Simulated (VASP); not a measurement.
CaO:

```
CELL_PARAMETERS angstrom
2.75195 0.00000 0.00000
0.00000 2.90321 0.00000
0.00000 0.00000 2.90321
ATOMIC_POSITIONS crystal
Ca 0.00000 0.00000 0.00000
O 0.50000 0.50000 0.50000
```

This cell differs from its parent crystal: uniaxial x strain -5.2%.

Base run:

* Program: VASP 6.6.1
* Functional: r2SCAN
* Potentials or basis: VASP PAW PBE potentials, release 64 (Ca_sv, O)
* Cutoff: 520 eV
* k mesh: 8 × 8 × 8
* Occupations: gaussian, width 0.01 eV
* Spin: no spin polarisation

Its results: band gap on the k mesh 2.88 eV, indirect (least direct gap 3.13 eV); pressure 8.7 GPa.

Q: The run is repeated on the same cell with these changes: functional from r2SCAN to PBE; occupations from gaussian, width 0.01 eV to fermi-dirac, width 0.02 eV. What comes out?

A: Band gap on the k mesh 2.37 eV, indirect (least direct gap 2.62 eV); pressure 11.9 GPa.

Caveats: the PAW data sets were made with another functional, which shifts forces and pressure a little (some runs).

A k mesh can miss the band edges.
